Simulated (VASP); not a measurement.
# Sr in VASP: notebook

Runs on Sr. Level: PBE. Tasks: single point.

All numbers are computed with VASP 6.6.1; they aren't measurements. Logs are shortened: lines on timing, memory, paths and dates and some standing lists are left out, and cuts for length are marked.

### 1 The cell of the first run

The cell holds a slab with vacuum, 3 atoms: a = 4.270 Å, b = 4.270 Å, c = 26.972 Å, α = 90.00°, β = 90.00°, γ = 120.00°.

### 2 Single point, PBE

The input, INCAR:

```
SYSTEM = Sr
PREC     = Accurate       ! precision mode
ENCUT    = 520            ! plane-wave cutoff, eV
EDIFF    = 1E-6           ! SCF threshold, eV
ISMEAR   = -1             ! smearing method
SIGMA    = 0.05           ! smearing width, eV
LREAL    = .False.        ! projectors in reciprocal space
LASPH    = .True.         ! aspherical terms in the spheres
NELM     = 60             ! most SCF steps
ALGO     = Normal         ! electronic algorithm
ISIF     = 2              ! what is computed and relaxed
LWAVE    = .False.        ! write WAVECAR
LCHARG   = .False.        ! write CHGCAR
LDIPOL   = .True.       
IDIPOL   = 3            
DIPOL    = 0.5 0.5 0.500
GGA      = PE             ! functional
NBANDS   = 22             ! bands
```

The input, KPOINTS:

```
Automatic mesh
0
Gamma
  9 9 1
  0 0 0
```

The input, POSCAR:

```
Sr
1.0
    4.2697043870      0.0000000000      0.0000000000
   -2.1348521935      3.6976724658      0.0000000000
    0.0000000000      0.0000000000     26.9724000000
Sr
3
Direct
    0.1666666665      0.3333333335      0.3707493946
    0.5000000005      0.9999999995      0.4999999996
    0.8333333335      0.6666666665      0.6292506054
```

Potentials or basis: VASP PAW PBE potentials, release 64 (Sr_sv).

Started as:

```bash
cat potpaw_PBE.64/Sr_sv/POTCAR > POTCAR
mpirun -np 1 vasp_std > vasp.out
```

OUTCAR:

```text
SYSTEM = Sr
   PREC = Accurate
   ENCUT = 520
   EDIFF = 1E-6
   ISMEAR = -1
   LREAL = .False.
   LASPH = .True.
   NELM = 60
   ISIF = 2
   GGA = PE

 ion  position               nearest neighbor table
   1  0.167  0.333  0.371-   2 4.27   2 4.27   2 4.27
   2  0.500  1.000  0.500-   1 4.27   1 4.27   1 4.27   3 4.27   3 4.27   3 4.27
   3  0.833  0.667  0.629-   2 4.27   2 4.27   2 4.27

  LATTYP: Found a hexagonal cell.
 ALAT       =     4.2697043870
 C/A-ratio  =     6.3171586497

  Lattice vectors:

 A1 = (   4.2697043870,   0.0000000000,   0.0000000000)
 A2 = (  -2.1348521935,   3.6976724658,   0.0000000000)
 A3 = (   0.0000000000,   0.0000000000,  26.9724000000)

Analysis of symmetry for initial positions (statically):
=====================================================================
 Subroutine PRICEL returns:
 Original cell was already a primitive cell.

 Routine SETGRP: Setting up the symmetry group for a
 hexagonal supercell.

 Subroutine GETGRP returns: Found 12 space group operations
 (whereof  4 operations were pure point group operations)
 out of a pool of 24 trial point group operations.

The static configuration has the point symmetry C_2h.
 The point group associated with its full space group is D_3d.

Analysis of symmetry for dynamics (positions and initial velocities):
=====================================================================
 Subroutine PRICEL returns:
 Original cell was already a primitive cell.

 Routine SETGRP: Setting up the symmetry group for a
 hexagonal supercell.

 Subroutine GETGRP returns: Found 12 space group operations
 (whereof  4 operations were pure point group operations)
 out of a pool of 24 trial point group operations.

The dynamic configuration has the point symmetry C_2h.
 The point group associated with its full space group is D_3d.

 Subroutine INISYM returns: Found 12 space group operations
 (whereof  4 operations are pure point group operations),
 and found     1 'primitive' translations

----------------------------------------------------------------------------------------

                                     Primitive cell

  volume of cell :     425.8394

  direct lattice vectors                    reciprocal lattice vectors
[... 73 lines left out ...]
   LASPH  =      T    aspherical Exc in radial PAW
   ENCUT  =  520.0 eV  38.22 Ry    6.18 a.u.   7.94  7.94 50.15*2*pi/ulx,y,z
   NELM   =     60;   NELMIN=  2; NELMDL= -5     # of ELM steps
   EDIFF  = 0.1E-05   stopping-criterion for ELM
   LREAL  =      F    real-space projection
   EDIFFG = 0.1E-04   stopping-criterion for IOM
   NSW    =      0    number of steps for IOM
   IBRION =     -1    ionic relax: 0-MD 1-quasi-New 2-CG
   NFREE  =      0    steps in history (QN), initial steepest desc. (CG)
   ISIF   =      2    stress and relaxation
   ISYM   =      2    0-nonsym 1-usesym 2-fastsym
   POTIM  = 0.5000    time-step for ionic-motion
   TEBEG  =    0.0;   TEEND  =   0.0 temperature during run
   PSTRESS=    0.0 pullay stress
   NELECT =      30.0000    total number of electrons
   NUPDOWN=      -1.0000    fix difference up-down
   EMIN   =  10.00;   EMAX   =-10.00  energy-range for DOS
   EFERMI =   0.00;   METHOD = LEGACY
   ISMEAR =    -1;   SIGMA  =   0.05  broadening in eV -4-tet -1-fermi 0-gaus
   EFERMI_NEDOS =   21; number of points for ismear=-14 and -15
   IALGO  =     38    algorithm
   IMIX   =      4    mixing-type and parameters
     AMIX     =   0.40;   BMIX     =  1.00
     AMIX_MAG =   1.60;   BMIX_MAG =  1.00
  volume/ion in A,a.u.               =     141.95       957.90
  Fermi-wavevector in a.u.,A,eV,Ry     =   0.676135  1.277710  6.220016  0.457158
  Thomas-Fermi vector in A             =   1.753358
   LORBIT       =      0    0 simple, 1 ext, 2 COOP (PROOUT), +10 PAW based schemes
   GGA     = PE    functional components
[... 5 lines left out ...]
 non-spin polarized calculation
  energy-cutoff  :      520.00
  volume of cell :      425.84
 maximum number of plane-waves:     11532
 NGX is ok and might be reduce to    32
   NGX = 15   NGY = 15   NGZ =101

 dipolmoment           0.000000      0.000000     -0.000000 electrons x Angstroem

 number of electron      30.0000000 magnetization

 dipolmoment           0.000000      0.000000      0.000000 electrons x Angstroem

 Free energy of the ion-electron system (eV)
  ---------------------------------------------------
  ext. energy  EPLUGINS =         0.00000000
  ---------------------------------------------------
  free energy    TOTEN  =        -4.24367978 eV

  energy without entropy =       -4.21081929  energy(sigma->0) =       -4.22724954

 E-fermi :  -0.8826     XC(G=0):  -3.4635

 val. band max:       -0.9392952066   @ k =   0.3333   0.2222   0.0000
 cond. band min:      -0.8458055448   @ k =   0.0000   0.0000   0.0000
 fundamental gap:      0.0934896619
 Fermi energy:        -0.8826126134

 k-point     1 :       0.0000    0.0000    0.0000
  band No.  band energies     occupation
      1     -37.8589      2.00000
      2     -37.8588      2.00000
      3     -37.4835      2.00000
      4     -19.9110      2.00000
      5     -19.9008      2.00000
      6     -19.7278      2.00000
[... 289 lines left out ...]
     21       0.1075      0.00000
     22       0.4237      0.00000

------------------------ aborting loop because EDIFF is reached ----------------------------------------

 vacuum level on the upper side and lower side of the slab       (xc-potential included)        -0.281        -0.281

  FORCE on cell =-STRESS in cart. coord.  units (eV):
  Direction    XX          YY          ZZ          XY          YZ          ZX
  --------------------------------------------------------------------------------------
  -------------------------------------------------------------------------------------
  Total        0.0929975      0.0929975     -0.5545014      0.0000000      0.0000000     -0.0000000
  in kB        0.3498935      0.3498935     -2.0862549      0.0000000      0.0000000     -0.0000000
  external PRESSURE =      -0.4621560 kB  Pullay stress =       0.0000000 kB

 VOLUME and BASIS-vectors are now :
 -----------------------------------------------------------------------------
  energy-cutoff  :      520.00
  volume of cell :      425.84
      direct lattice vectors                 reciprocal lattice vectors
     4.269704387  0.000000000  0.000000000     0.234208252  0.135220197  0.000000000
    -2.134852193  3.697672466  0.000000000     0.000000000  0.270440394  0.000000000
     0.000000000  0.000000000 26.972400000     0.000000000  0.000000000  0.037074936

 POSITION                                       TOTAL-FORCE (eV/Angst)
 -----------------------------------------------------------------------------------
     -0.00000      1.23256     10.00000         0.000000     -0.000000      0.078235
      0.00000      3.69767     13.48620        -0.000000      0.000000      0.000000
      2.13485      2.46511     16.97240        -0.000000      0.000000     -0.078235
 -----------------------------------------------------------------------------------
    total drift:                               -0.000003      0.000002      0.000012

  FREE ENERGIE OF THE ION-ELECTRON SYSTEM (eV)
  ---------------------------------------------------
  free  energy   TOTEN  =        -4.2436797808 eV

  energy  without entropy=       -4.2108192938  energy(sigma->0) =       -4.22724954

 vacuum level on the upper side and lower side of the slab         1.561         1.561
```

stdout:

```text
POSCAR found type information on POSCAR Sr
 POSCAR found :  1 types and       3 ions
 scaLAPACK will be used
 LDA part: xc-table for (Slater+PW92), standard interpolation
 POSCAR, INCAR and KPOINTS ok, starting setup
 FFT: planning ... GRIDC
 FFT: planning ... GRID_SOFT
 FFT: planning ... GRID
 WAVECAR not read
 entering main loop
```

It took 2.2 min on 1 thread of Intel Xeon Platinum 8488C (Sapphire Rapids), shared host; peak memory 0.52 GiB.

What came out:

| Property | Result |
| --- | --- |
| Free energy | -4.2437 eV |
| Largest force | 0.078 eV/Å |
| Band gap on the k mesh | 0.09 eV, indirect (least direct gap 0.29 eV) |

Forces in eV/Å, atoms in the order of the input:
```
Sr   0.000  0.000  0.078
Sr   0.000  0.000  0.000
Sr   0.000  0.000 -0.078
```

### 3 Single point, PBE

The input, INCAR:

```
SYSTEM = Sr
ALGO = Normal ; DIPOL = 0.5 0.5 0.500
EDIFF = 1E-6 ; ENCUT = 520
GGA = PE ; IDIPOL = 3
ISIF = 2 ; ISMEAR = -1
LASPH = .True. ; LCHARG = .True.
LDIPOL = .True. ; LELF = .True.
LREAL = .False. ; LVACPOTAV = .True.
LVHAR = .True. ; LWAVE = .False.
NBANDS = 22 ; NELM = 80
PREC = Accurate ; SIGMA = 0.05
```

The input, KPOINTS:

```
k-points
0
Gamma
  9 9 1
  0 0 0
```

The input, POSCAR:

```
Sr
1.0
    4.2697043870      0.0000000000      0.0000000000
   -2.1348521935      3.6976724658      0.0000000000
    0.0000000000      0.0000000000     26.9724000000
Sr
3
Direct
    0.1666666667      0.3333333333      0.3749378131
    0.5000000000      1.0000000000      0.4999999770
    0.8333333333      0.6666666667      0.6250622095
```

Potentials or basis: VASP PAW PBE potentials, release 64 (Sr_sv).

Started as:

```bash
cat potpaw_PBE.64/Sr_sv/POTCAR > POTCAR
mpirun -np 1 vasp_std > vasp.out
```

OUTCAR:

```text
SYSTEM = Sr
   EDIFF = 1E-6
   ENCUT = 520
   GGA = PE
   ISIF = 2
   ISMEAR = -1
   LASPH = .True.
   LREAL = .False.
   NELM = 80
   PREC = Accurate

 ion  position               nearest neighbor table
   1  0.167  0.333  0.375-   2 4.18   2 4.18   2 4.18
   2  0.500  0.000  0.500-   1 4.18   1 4.18   1 4.18   3 4.18   3 4.18   3 4.18
   3  0.833  0.667  0.625-   2 4.18   2 4.18   2 4.18

  LATTYP: Found a hexagonal cell.
 ALAT       =     4.2697043870
 C/A-ratio  =     6.3171586497

[... 485 lines left out ...]
  Direction    XX          YY          ZZ          XY          YZ          ZX
  --------------------------------------------------------------------------------------
  -------------------------------------------------------------------------------------
  Total        0.2118807      0.2118807     -0.0049071     -0.0000000      0.0000000      0.0000000
  in kB        0.7971794      0.7971794     -0.0184626     -0.0000000      0.0000000      0.0000000
  external PRESSURE =       0.5252988 kB  Pullay stress =       0.0000000 kB

 VOLUME and BASIS-vectors are now :
 -----------------------------------------------------------------------------
  energy-cutoff  :      520.00
  volume of cell :      425.84
      direct lattice vectors                 reciprocal lattice vectors
     4.269704387  0.000000000  0.000000000     0.234208252  0.135220197  0.000000000
    -2.134852193  3.697672466  0.000000000     0.000000000  0.270440394  0.000000000
     0.000000000  0.000000000 26.972400000     0.000000000  0.000000000  0.037074936

 POSITION                                       TOTAL-FORCE (eV/Angst)
 -----------------------------------------------------------------------------------
      0.00000      1.23256     10.11297        -0.000000     -0.000000     -0.000498
      2.13485      0.00000     13.48620         0.000000      0.000000      0.000000
      2.13485      2.46511     16.85943         0.000000      0.000000      0.000498
 -----------------------------------------------------------------------------------
    total drift:                               -0.000000      0.000000      0.000689

  FREE ENERGIE OF THE ION-ELECTRON SYSTEM (eV)
  ---------------------------------------------------
  free  energy   TOTEN  =        -4.2530190335 eV

  energy  without entropy=       -4.2274106408  energy(sigma->0) =       -4.24021484

 vacuum level on the upper side and lower side of the slab         1.707         1.707
```

OSZICAR:

```text
N       E                     dE             d eps       ncg     rms          rms(c)
DAV:   1     0.209954653942E+03    0.20995E+03   -0.12511E+04   632   0.992E+02
DAV:   2     0.184538039474E+02   -0.19150E+03   -0.18658E+03   648   0.244E+02
DAV:   3    -0.302958426799E+01   -0.21483E+02   -0.21270E+02   834   0.611E+01
[... 12 lines left out ...]
DAV:  16    -0.425297865183E+01   -0.90931E-04   -0.16820E-05   534   0.969E-03    0.392E-03
DAV:  17    -0.425300767755E+01   -0.29026E-04   -0.69432E-06   546   0.482E-03    0.183E-03
DAV:  18    -0.425301540042E+01   -0.77229E-05   -0.17273E-06   508   0.258E-03    0.112E-03
DAV:  19    -0.425301808745E+01   -0.26870E-05   -0.46234E-07   500   0.145E-03    0.680E-04
DAV:  20    -0.425301903351E+01   -0.94606E-06   -0.41627E-07   484   0.948E-04
   1 F= -.42530190E+01 E0= -.42402148E+01  d E =-.256084E-01
```

Run time: 2 min. Hardware: 1 thread of Intel Xeon Platinum 8488C (Sapphire Rapids), shared host; peak memory 0.51 GiB.

Results:

```yaml
Free_energy: -4.2530 eV
Band_gap_on_the_k_mesh: 0.19 eV, indirect (least direct gap 0.31 eV)
```

### 4 Single point, PBE

The input, INCAR:

```
SYSTEM = Sr
PREC = Accurate
ENCUT = 520
EDIFF = 1E-7
ISMEAR = -1
SIGMA = 0.05
LREAL = .FALSE.
LASPH = .TRUE.
NELM = 100
ALGO = Normal
ISIF = 2
LWAVE = .FALSE.
LCHARG = .FALSE.
LDIPOL = .TRUE.
IDIPOL = 3
DIPOL = 0.5 0.5 0.500
GGA = PE
NBANDS = 22
```

The input, KPOINTS:

```
Automatic mesh
0
G
  9 9 1
  0 0 0
```

POSCAR, as its differences from that of step 3:

```diff
@@ -10,2 +10,2 @@
     0.5000000000      1.0000000000      0.4999999770
-    0.8333333333      0.6666666667      0.6250622095
+    0.8333333333      0.6666666667      0.6250622096
```

Started as:

```bash
cat potpaw_PBE.64/Sr_sv/POTCAR > POTCAR
mpirun -np 1 vasp_std > vasp.out
```

It took 2.4 min on 1 thread of Intel Xeon Platinum 8488C (Sapphire Rapids), shared host; peak memory 0.5 GiB.

The run converged. Its results:

```
Free energy            : -4.2530 eV
Band gap on the k mesh : 0.19 eV, indirect (least direct gap 0.31 eV)
```

Levels at points of the mesh, in eV from the valence-band top:
| k point | band 12 | band 13 | band 14 | band 15 | band 16 | band 17 | band 18 | band 19 |
| --- | --- | --- | --- | --- | --- | --- | --- | --- |
| (0.00, 0.00, 0.00) | -18.34 | -3.38 | -2.66 | -1.62 | 0.19 | 0.49 | 1.15 | 2.05 |
